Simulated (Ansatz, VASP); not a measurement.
One calculation of SiSn2, two programs

```xyz
6
Lattice="4.3770 0.0000 0.0000 -2.1885 3.7906 0.0000 0.0000 0.0000 10.8308" Properties=species:S:1:pos:R:3 pbc="T T T"
Si    2.1885    1.2635    5.7266
Si    0.0000    2.5271    5.1043
Sn    0.0000    2.5271    2.5032
Sn    0.0000    0.0000    9.4281
Sn    0.0000    0.0000    1.4027
Sn    2.1885    1.2635    8.3277
```

Alike in both runs: task single point; functional PBE; k mesh 6 × 6 × 2; occupations fermi-dirac, width 0.02 eV; non-collinear spin, spin-orbit coupling.

|  | VASP | Ansatz |
| --- | --- | --- |
| version | VASP 6.6.1 | Ansatz 0.2.0 |
| potentials or method | VASP PAW PBE potentials, release 64 (Si, Sn_d) | plane waves, PAW |
| plane-wave cutoff (eV) | 500 | 420 |
| valence electrons in the cell | 64 | 64 |

Ansatz gave:

```
pressure (GPa)                     : 1.6
rms of the force components (eV/Å) : 0.063
net moment per atom (μB)           : 0.00
```

Question: What did VASP give for the same quantities?

Answer: Pressure (GPa): 1.5; rms of the force components (eV/Å): 0.063; net moment per atom (μB): 0.00.
